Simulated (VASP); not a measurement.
TePb:

```
Pb Te
1.0
     4.00229    0.00000    0.00000
     0.00000    4.00229    0.00000
     0.00000    0.00000    4.00229
Pb Te
1 1
Cartesian
  0.0000 0.0000 0.0000
  2.0011 2.0011 2.0011
```

```yaml
Program: VASP 6.6.1
Task: relaxation of cell and atoms
Functional: revPBE
Dispersion: D3(BJ)
Potentials_or_basis: VASP PAW PBE potentials, release 64 (Pb_d, Te)
Cutoff: 600 eV
k_mesh: 7 × 7 × 7
Occupations: fermi-dirac, width 0.05 eV
Spin: no spin polarisation
```

At the start: pressure -1.8 GPa; volume 32.05 Å³/atom.

Where does the relaxation end?

Over 5 steps the energy falls by 16.9 meV/atom and the volume is 29.93 Å³/atom (-6.6 %); space group Pm-3m (No. 221, to 0.1 Å) before and after.

The path:
```csv
step,energy change (eV),largest force (eV/Å),pressure (GPa),volume (Å³)
1,0.0000,0.0000,-1.81,64.11
2,-0.0317,0.0000,-0.67,60.81
3,-0.0335,0.0000,-0.24,60.18
4,-0.0317,0.0000,0.70,58.93
5,-0.0337,0.0000,0.00,59.86
```

Final structure:
```
CELL_PARAMETERS angstrom
3.91187 0.00000 0.00000
0.00000 3.91187 0.00000
0.00000 0.00000 3.91187
ATOMIC_POSITIONS crystal
Pb 0.00000 0.00000 0.00000
Te 0.50000 0.50000 0.50000
```

Caveat: the PAW data sets were made with another functional, which shifts forces and pressure a little.
